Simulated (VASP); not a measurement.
# Cd3SeS2 (P-4m2) in VASP: further runs

The runs below take Cd3SeS2 through relaxation of cell and atoms, single point, with PBE.

Program: VASP 6.6.1. These are calculated values, not measurements. Logs are shortened: lines on timing, memory, paths and dates and some standing lists are left out, and cuts for length are marked.

### Step 1. The cell of the first run

Symmetry: P-4m2, No. 115, tetragonal system. The conventional cell has a = 4.903 Å, b = 4.903 Å, c = 6.983 Å, α = 90.00°, β = 90.00°, γ = 90.00°. Cd (site symmetry -4m2) has 4 S at 3.08 Å and 6 Cd at 3.47 to 3.49 Å within 4.1 Å. Within 4.1 Å of Cd (site symmetry -4m2) lie 4 S at 3.08 Å and 4 Cd at 3.47 Å and 2 Se at 3.49 Å. Within 3.9 Å of Cd (site symmetry -4m2) lie 4 S at 2.94 Å and 4 Se at 3.47 Å and 2 Cd at 3.49 Å. Within 3.9 Å of Se (site symmetry -4m2) lie 4 S at 2.94 Å and 6 Cd at 3.47 to 3.49 Å. S (site symmetry 2mm) has 6 Cd at 2.94 to 3.08 Å and 2 Se at 2.94 Å within 3.9 Å.

The cell was generated, and may not be a known phase.

### Step 2. Relaxation of cell and atoms, PBE

Contents of INCAR:

```
SYSTEM = Cd3SeS2
ALGO = Normal
EDIFF = 1E-6
EDIFFG = -0.04
ENCUT = 600
GGA = PE
IBRION = 2
ISIF = 3
ISMEAR = 0
LASPH = .True.
LCHARG = .False.
LREAL = .False.
LWAVE = .False.
NELM = 100
NSW = 90
PREC = Accurate
SIGMA = 0.1
```

Contents of KPOINTS:

```
k-points
0
Gamma
  4 4 4
  0 0 0
```

Contents of POSCAR:

```
Cd3SeS2
1.0
    4.9034030300      0.0000000000      0.0000000000
    0.0000000000      4.9034030300      0.0000000000
    0.0000000000      0.0000000000      6.9828108900
Cd Se S
3 1 2
Direct
    0.5000000000      0.5000000000      0.0000000000
    0.0000000000      0.0000000000      0.0000000000
    0.5000000000      0.5000000000      0.5000000000
    0.0000000000      0.0000000000      0.5000000000
    0.0000000000      0.5000000000      0.2679100000
    0.5000000000      0.0000000000      0.7320900000
```

Potentials or basis: VASP PAW PBE potentials, release 64 (Cd, Se, S).

Run with:

```console
$ cat potpaw_PBE.64/Cd/POTCAR potpaw_PBE.64/Se/POTCAR potpaw_PBE.64/S/POTCAR > POTCAR
$ mpirun -np 1 vasp_std > vasp.out
```

OUTCAR:

```text
SYSTEM = Cd3SeS2
   EDIFF = 1E-6
   EDIFFG = -0.04
   ENCUT = 600
   GGA = PE
   IBRION = 2
   ISIF = 3
   ISMEAR = 0
   LASPH = .True.
   LREAL = .False.
   NELM = 100
   NSW = 90
   PREC = Accurate

 ion  position               nearest neighbor table
   1  0.500  0.500  0.000-   5 3.08   6 3.08   6 3.08   5 3.08   2 3.47   2 3.47   2 3.47   2 3.47
                             3 3.49   3 3.49
   2  0.000  0.000  0.000-   5 3.08   6 3.08   5 3.08   6 3.08   1 3.47   1 3.47   1 3.47   1 3.47

   3  0.500  0.500  0.500-   5 2.94   6 2.94   6 2.94   5 2.94   1 3.49   1 3.49
   4  0.000  0.000  0.500-
   5  0.000  0.500  0.268-   3 2.94   3 2.94   1 3.08   2 3.08   1 3.08   2 3.08
   6  0.500  0.000  0.732-   3 2.94   3 2.94   1 3.08   1 3.08   2 3.08   2 3.08

  LATTYP: Found a simple tetragonal cell.
 ALAT       =     4.9034030300
 C/A-ratio  =     1.4240744331

  Lattice vectors:

 A1 = (   4.9034030300,   0.0000000000,   0.0000000000)
 A2 = (   0.0000000000,   4.9034030300,   0.0000000000)
 A3 = (   0.0000000000,   0.0000000000,   6.9828108900)

Analysis of symmetry for initial positions (statically):
=====================================================================
 Subroutine PRICEL returns:
 Original cell was already a primitive cell.

 Routine SETGRP: Setting up the symmetry group for a
 simple tetragonal supercell.

 Subroutine GETGRP returns: Found  8 space group operations
 (whereof  8 operations were pure point group operations)
 out of a pool of 16 trial point group operations.

The static configuration has the point symmetry D_2d.

Analysis of symmetry for dynamics (positions and initial velocities):
=====================================================================
 Subroutine PRICEL returns:
 Original cell was already a primitive cell.

 Routine SETGRP: Setting up the symmetry group for a
 simple tetragonal supercell.

 Subroutine GETGRP returns: Found  8 space group operations
 (whereof  8 operations were pure point group operations)
 out of a pool of 16 trial point group operations.

The dynamic configuration has the point symmetry D_2d.

 Subroutine INISYM returns: Found  8 space group operations
 (whereof  8 operations are pure point group operations),
 and found     1 'primitive' translations

----------------------------------------------------------------------------------------

                                     Primitive cell

  volume of cell :     167.8902

  direct lattice vectors                    reciprocal lattice vectors
     4.903403030  0.000000000  0.000000000     0.203939997  0.000000000  0.000000000
[... 106 lines left out ...]
     AMIX     =   0.40;   BMIX     =  1.00
     AMIX_MAG =   1.60;   BMIX_MAG =  1.00
  volume/ion in A,a.u.               =      27.98       188.83
  Fermi-wavevector in a.u.,A,eV,Ry     =   1.121668  2.119645 17.118016  1.258139
  Thomas-Fermi vector in A             =   2.258323
   LORBIT       =      0    0 simple, 1 ext, 2 COOP (PROOUT), +10 PAW based schemes
   GGA     = PE    functional components
   LHFCALC =     F    Hartree Fock is set to
   AEXX    =    0.0000 exact exchange contribution
   IVDW    =     0    specifies the selected vdW correction
   LEPSILON=     F    determine dielectric tensor
   LRPA    =     F    only Hartree local field effects (RPA)
 conjugate gradient relaxation of ions
 non-spin polarized calculation
 Gauss-broadening in eV      SIGMA  =   0.10
  energy-cutoff  :      600.00
  volume of cell :      167.89
 maximum number of plane-waves:      5628
 NGX is ok and might be reduce to    40
   NGX = 19   NGY = 19   NGZ = 27

--------------------------------------- Ionic step        1  -------------------------------------------

 number of electron      54.0000014 magnetization

 Free energy of the ion-electron system (eV)
  ---------------------------------------------------
  ext. energy  EPLUGINS =         0.00000000
  ---------------------------------------------------
  free energy    TOTEN  =       -12.29322773 eV

  energy without entropy =      -12.26874967  energy(sigma->0) =      -12.28098870

------------------------ aborting loop because EDIFF is reached ----------------------------------------

  FORCE on cell =-STRESS in cart. coord.  units (eV):
  Direction    XX          YY          ZZ          XY          YZ          ZX
  --------------------------------------------------------------------------------------
  -------------------------------------------------------------------------------------
  Total       -4.9218714     -4.9218714     -4.1101193      0.0000000      0.0000000      0.0000000
  in kB      -46.9694404    -46.9694404    -39.2228864      0.0000000      0.0000000      0.0000000
  external PRESSURE =     -44.3872557 kB  Pullay stress =       0.0000000 kB
[... 101 lines left out ...]
  FREE ENERGIE OF THE ION-ELECTRON SYSTEM (eV)
  ---------------------------------------------------
  free  energy   TOTEN  =       -12.7667524642 eV

  energy  without entropy=      -12.7524063642  energy(sigma->0) =      -12.75957941

 E-fermi :   3.6402     XC(G=0): -10.1007

 val. band max:        3.5892574066   @ k =   0.0000   0.0000   0.5000
 cond. band min:       3.6418594081   @ k =   0.2500   0.0000   0.0000
 fundamental gap:      0.0526020015
 Fermi energy:         3.6402310570

 k-point     1 :       0.0000    0.0000    0.0000
  band No.  band energies     occupation
      1     -10.7400      2.00000
      2     -10.0420      2.00000
      3      -8.3785      2.00000
      4      -6.1039      2.00000
      5      -5.9946      2.00000
      6      -5.9946      2.00000
[... 619 lines left out ...]
     31       6.2970      0.00000
     32       7.4229      0.00000

[... ionic steps 4 to 23 ...]

--------------------------------------- Ionic step       24  -------------------------------------------

 number of electron      53.9999976 magnetization

------------------------ aborting loop because EDIFF is reached ----------------------------------------
[... 75 lines left out ...]
--------------------------------------- Ionic step       26  -------------------------------------------

 number of electron      53.9999963 magnetization

 Free energy of the ion-electron system (eV)
  ---------------------------------------------------
  ext. energy  EPLUGINS =         0.00000000
  ---------------------------------------------------
  free energy    TOTEN  =       -15.31399425 eV

  energy without entropy =      -15.31059113  energy(sigma->0) =      -15.31229269

 E-fermi :   0.7082     XC(G=0):  -8.4065

 val. band max:        0.6218324499   @ k =   0.5000   0.5000   0.0000
 cond. band min:       0.8281769661   @ k =   0.5000   0.0000   0.5000
 fundamental gap:      0.2063445162
 Fermi energy:         0.7081912507

 k-point     1 :       0.0000    0.0000    0.0000
  band No.  band energies     occupation
      1     -12.2389      2.00000
      2     -11.8527      2.00000
      3     -10.9410      2.00000
      4      -8.6402      2.00000
      5      -8.2374      2.00000
      6      -8.1985      2.00000
[... 652 lines left out ...]
  FREE ENERGIE OF THE ION-ELECTRON SYSTEM (eV)
  ---------------------------------------------------
  free  energy   TOTEN  =       -15.3139942540 eV

  energy  without entropy=      -15.3105911297  energy(sigma->0) =      -15.31229269

 reached required accuracy - stopping structural energy minimisation
```

OSZICAR:

```text
N       E                     dE             d eps       ncg     rms          rms(c)
DAV:   1     0.402641903132E+03    0.40264E+03   -0.28151E+04  1160   0.171E+03
DAV:   2     0.137328037453E+02   -0.38891E+03   -0.38021E+03  1288   0.380E+02
DAV:   3    -0.134766103627E+02   -0.27209E+02   -0.26903E+02  1360   0.940E+01
DAV:   4    -0.139460610533E+02   -0.46945E+00   -0.46821E+00  1216   0.114E+01
[... 285 lines left out ...]
DAV:   3    -0.153148639651E+02    0.24100E-02   -0.49928E-03  1280   0.463E-01    0.320E-01
DAV:   4    -0.153140465207E+02    0.81744E-03   -0.13407E-03  1360   0.212E-01    0.587E-02
DAV:   5    -0.153139970537E+02    0.49467E-04   -0.17812E-04  1424   0.117E-01    0.357E-02
DAV:   6    -0.153139945561E+02    0.24976E-05   -0.36113E-05  1344   0.376E-02    0.166E-02
DAV:   7    -0.153139942540E+02    0.30209E-06   -0.75876E-06  1312   0.230E-02
  26 F= -.15313994E+02 E0= -.15312293E+02  d E =-.840249E-03
```

CONTCAR:

```text
Cd3SeS2
   1.00000000000000
     4.1926587246427331    0.0000000000000000   -0.0000000000000000
    -0.0000000000000000    4.1926587246427331   -0.0000000000000000
     0.0000000000000000    0.0000000000000000   10.0981122448791893
  Cd              Se              S
     3     1     2
Direct
     0.5000000000000000    0.5000000000000000    0.0000000000000000
     1.0000000000000000    0.0000000000000000    0.0000000000000000
     0.5000000000000000    0.5000000000000000    0.5000000000000000
     1.0000000000000000    0.0000000000000000    0.5000000000000000
     0.0000000000000000    0.5000000000000000    0.1530260021472674
     0.5000000000000000    0.0000000000000000    0.8469739978527325

  0.00000000E+00  0.00000000E+00  0.00000000E+00
  0.00000000E+00  0.00000000E+00  0.00000000E+00
  0.00000000E+00  0.00000000E+00  0.00000000E+00
  0.00000000E+00  0.00000000E+00  0.00000000E+00
  0.00000000E+00  0.00000000E+00  0.00000000E+00
  0.00000000E+00  0.00000000E+00  0.00000000E+00
```

Run time: 18 min. Hardware: 1 thread of Intel Xeon 6975P-C (Granite Rapids), shared host; peak memory 0.38 GiB.

What came out:

```
Free energy                           : -15.3140 eV
Relaxed volume                        : 29.58 Å³/atom
Relaxed cell                          : a = 4.193 Å, b = 4.193 Å, c = 10.098 Å, α = 90.00°, β = 90.00°, γ = 90.00°
Space group after relaxing (to 0.1 Å) : P-4m2 (No. 115)
Energy gained by relaxing             : 503.5 meV/atom
Ionic steps                           : 26
Pressure after relaxing               : 0.0 GPa
Largest force after relaxing          : 0.033 eV/Å
Band gap on the k mesh                : zero (bands 27 and 28 overlap by 0.44 eV)
```

Forces on the atoms (eV/Å):
```
Cd   0.000  0.000  0.000
Cd   0.000  0.000  0.000
Cd   0.000  0.000  0.000
Se   0.000  0.000  0.000
S    0.000  0.000  0.033
S    0.000  0.000 -0.033
```

Stress tensor (GPa, compression positive):
```
-0.06  0.00  0.00
 0.00 -0.06  0.00
 0.00  0.00  0.20
```

The path:
```
step  energy change (eV)  largest force (eV/Å)  pressure (GPa)  volume (Å³)
   1              0.0000                0.8129           -4.44       167.89
   2             -0.4238                1.2758           -1.10       149.75
   3             -0.4735                1.4561            1.10       142.56
   4             -0.7430                1.5461            1.99       139.53
   5             -1.3359                0.7028            7.60       130.59
   6             -1.4635                0.5163            7.32       131.74
   7             -1.7486                0.1642            6.97       135.17
   8             -1.7947                1.6006            8.19       142.00
   9             -1.8523                1.0955            7.55       139.49
  10             -2.1034                0.7748            4.52       145.76
  11             -2.3252                0.2140            0.02       158.83
  12             -2.3321                0.1111           -0.69       161.58
  13             -2.3936                0.1330           -0.67       162.10
  14             -2.5676                0.1781           -0.60       163.48
  15             -2.8427                0.1412           -0.35       165.33
  16             -2.9306                0.3689            1.04       165.72
  17             -2.9891                0.0877            0.19       166.07
  18             -2.9927                0.1395            0.32       166.06
  19             -2.9923                0.1562            0.36       166.05
  20             -2.9987                0.2418           -0.12       168.85
  21             -2.9997                0.2941           -0.41       170.63
  22             -3.0034                0.2624           -0.37       171.20
  23             -3.0123                0.1652           -0.23       172.91
  24             -3.0199                0.0423            0.09       176.34
  25             -3.0199                0.0547            0.11       176.54
  26             -3.0208                0.0333            0.02       177.51
```

Final structure:
```yaml
crystal:
  lattice:
    - [4.19266, 0.00000, 0.00000]
    - [0.00000, 4.19266, 0.00000]
    - [0.00000, 0.00000, 10.09811]
  atoms:
    - { symbol: Cd, position: [0.50000, 0.50000, 0.00000] }
    - { symbol: Cd, position: [0.00000, 0.00000, 0.00000] }
    - { symbol: Cd, position: [0.50000, 0.50000, 0.50000] }
    - { symbol: Se, position: [0.00000, 0.00000, 0.50000] }
    - { symbol: S, position: [0.00000, 0.50000, 0.15303] }
    - { symbol: S, position: [0.50000, 0.00000, 0.84697] }
```

Levels at points of the mesh, in eV from the Fermi level:
| k point | band 23 | band 24 | band 25 | band 26 | band 27 | band 28 | band 29 | band 30 | band 31 | band 32 |
| --- | --- | --- | --- | --- | --- | --- | --- | --- | --- | --- |
| (0.00, 0.00, 0.00) | -0.94 | -0.94 | -0.91 | -0.91 | -0.53 | -0.32 | 1.47 | 2.76 | 2.80 | 4.97 |
| (0.50, 0.00, 0.00) | -1.67 | -1.45 | -1.41 | -0.35 | 0.12 | 2.06 | 2.62 | 3.82 | 4.06 | 4.25 |
| (0.50, 0.50, 0.00) | -2.78 | -2.74 | -2.39 | -2.39 | -0.61 | -0.09 | 3.30 | 3.30 | 3.66 | 3.72 |
| (0.00, 0.00, 0.50) | -1.09 | -1.06 | -1.06 | -0.79 | -0.79 | -0.17 | 1.57 | 2.75 | 2.79 | 5.46 |
| (0.50, 0.00, 0.50) | -1.80 | -1.45 | -1.41 | -0.14 | 0.12 | 2.37 | 2.40 | 3.70 | 4.04 | 4.13 |
| (0.50, 0.50, 0.50) | -2.80 | -2.70 | -2.36 | -2.36 | -0.54 | -0.17 | 3.21 | 3.21 | 3.30 | 3.82 |

Caveat: semilocal functionals underestimate gaps, and a narrow one can read as zero; a cell axis changed by over 15 % at a fixed basis, so the end point is rough.

[end of part 1 of 2]

The gap in the log of VASP goes by the Fermi energy; the results here count the filled bands.